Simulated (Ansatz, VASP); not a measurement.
One calculation of Mo, two programs

```xyz
1
Lattice="2.7355 0.0000 0.0000 -1.3678 2.3690 0.0000 0.0000 0.0000 2.5552" Properties=species:S:1:pos:R:3 pbc="T T T"
Mo    0.0000    0.0000    1.2776
```

Alike in both runs: task single point; functional LDA; k mesh 6 × 6 × 8; occupations gaussian, width 0.1 eV; no spin polarisation.

```csv
,VASP,Ansatz
version,VASP 6.6.1,Ansatz 0.2.0
potentials or method,"VASP PAW LDA potentials, release 64 (Mo_sv), cutoff 500 eV","scalar-relativistic, plane waves, PAW"
valence electrons in the cell,14,14
```

Ansatz gave:

```
gap on the k mesh at the Fermi level (eV)                     : none
pressure (GPa)                                                : -7.6
traceless stress, the component that is largest in VASP (GPa) : -2.99
```

Task: Estimate VASP's values.

Result: gap on the k mesh at the Fermi level (eV): none; pressure (GPa): -6.7; traceless stress, the component that is largest in VASP (GPa): -3.00.

LDA's correlation is that of Perdew and Zunger in VASP and of Perdew and Wang (1992) in Ansatz. A gap of «none» marks a metal or a gap that the smearing closes.

The k mesh is coarse, so the values compare programs but aren't converged.
